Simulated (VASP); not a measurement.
Write the native input for VASP 6.6.1 that does the following.

| Property | Result |
| --- | --- |
| Task | single point |
| Functional | PBE |
| Potentials or basis | VASP PAW PBE potentials, release 64 (Tc_pv, Li_sv) |
| Cutoff | 650 eV |
| k mesh | 4 × 3 × 4 |
| Occupations | gaussian, width 0.05 eV |
| Spin | no spin polarisation |
| Dipole correction | no |
| Further INCAR settings | ALGO = Normal; EDIFF = 1e-06; NBANDS = 92 |

The structure of LiTc12 (a cell with a defect) lies in POSCAR:

```
LiTc12
1.0
    5.4800000000      0.0000000000      0.0000000000
   -4.1100000000      7.1187290000      0.0000000000
    0.0000000000      0.0000000000      4.3949600000
Tc Li
12 1
Direct
   -0.0255324082     -0.0099604859      0.0338895007
    0.1554850812      0.2311942202      0.4650172015
    0.0008151681      0.3340941901     -0.0104205727
    0.1722958001      0.5593827213      0.4890105940
    0.0064297297      0.6699157954     -0.0004077398
    0.1498107568      0.8680532719      0.4792118700
    0.5115300277     -0.0078626395      0.0368865701
    0.6924794591      0.2331541206      0.4684641043
    0.5177162307      0.3553347796      0.0229965688
    0.6605378361      0.5534166282      0.5026571345
    0.4945063041      0.6639120551      0.0132465369
    0.6664226465      0.8892136504      0.5126308317
    0.3332667232      0.1117021030      0.7511201467
```

One way to write it, as run:

INCAR

```
PREC = Accurate ; ENCUT = 650
EDIFF = 1E-6 ; ISMEAR = 0
SIGMA = 0.05 ; LREAL = F
LASPH = T ; NELM = 120
ALGO = Normal ; ISIF = 2
LWAVE = F ; LCHARG = F
GGA = PE ; NBANDS = 92
GGA_COMPAT = F
```

KPOINTS

```
Automatic mesh
0
Gamma
  4 3 4
```

Potentials or basis: VASP PAW PBE potentials, release 64 (Tc_pv, Li_sv).

Launch:

```sh
$ cat potpaw_PBE.64/Tc_pv/POTCAR potpaw_PBE.64/Li_sv/POTCAR > POTCAR
$ mpirun -np 1 vasp_std > vasp.out
```

It gave:

| Item | Value |
| --- | --- |
| Pressure | 20.4 GPa |
| Largest force | 0.057 eV/Å |
| Band gap on the k mesh | zero (an odd number of electrons rules out a gap without spin polarisation) |

Wall time 23 min on 1 thread of Intel(R) Xeon(R) Platinum 8488C (Sapphire Rapids), on a shared host, peak memory 0.57 GiB.
